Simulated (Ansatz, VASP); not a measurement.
Ti12B24F: VASP beside Ansatz

```
CELL_PARAMETERS angstrom
6.06350 0.00000 0.00000
-4.54763 7.87672 0.00000
0.00000 0.00000 6.44836
ATOMIC_POSITIONS crystal
Ti 0.95724 0.97135 0.00015
Ti 0.98064 0.98966 0.50018
Ti 0.99976 0.34976 0.00022
Ti 0.99416 0.33732 0.50011
Ti 0.00364 0.66766 0.00012
Ti 0.00277 0.66852 0.50030
Ti 0.49249 0.99704 0.00018
Ti 0.48743 0.99222 0.50012
Ti 0.53917 0.35430 0.00023
Ti 0.51331 0.34670 0.50016
Ti 0.48921 0.65822 0.00023
Ti 0.49585 0.66571 0.50013
B 0.16102 0.21374 0.30948
B 0.34100 0.11752 0.27517
B 0.16106 0.21378 0.69052
B 0.34095 0.11746 0.72489
B 0.16453 0.54993 0.25453
B 0.33884 0.45194 0.26123
B 0.16443 0.54987 0.74572
B 0.33880 0.45193 0.73896
B 0.16307 0.88445 0.25073
B 0.33490 0.78516 0.25092
B 0.16306 0.88451 0.74955
B 0.33484 0.78515 0.74935
B 0.66028 0.21395 0.25732
B 0.83181 0.11549 0.26477
B 0.66025 0.21397 0.74298
B 0.83166 0.11540 0.73543
B 0.66432 0.55035 0.25458
B 0.83976 0.45181 0.25034
B 0.66427 0.55031 0.74574
B 0.83965 0.45175 0.74999
B 0.65932 0.88179 0.25024
B 0.83363 0.78271 0.25306
B 0.65932 0.88177 0.75005
B 0.83361 0.78267 0.74732
F 0.17656 0.20914 0.99962
```

Alike in both runs: functional PBE; k mesh 1 × 1 × 1; occupations methfessel-paxton of order 1, width 0.1 eV; no spin polarisation.

Ansatz relaxed the structure, and its values are those at the end. VASP's run is a single point on that final structure, the one shown.

|  | VASP | Ansatz |
| --- | --- | --- |
| version | VASP 6.6.1 | Ansatz 0.2.0 |
| potentials or method | VASP PAW PBE potentials, release 64 (Ti_sv, B, F), cutoff 520 eV | plane-wave PAW DFT |
| valence electrons in the cell | 223 | 223 |

```tsv
	VASP	Ansatz	Ansatz less VASP
rms of the force components (eV/Å)	0.013	0.004	-0.0090
```

The functional is the same, so the differences come from potentials, cutoffs and numerics.
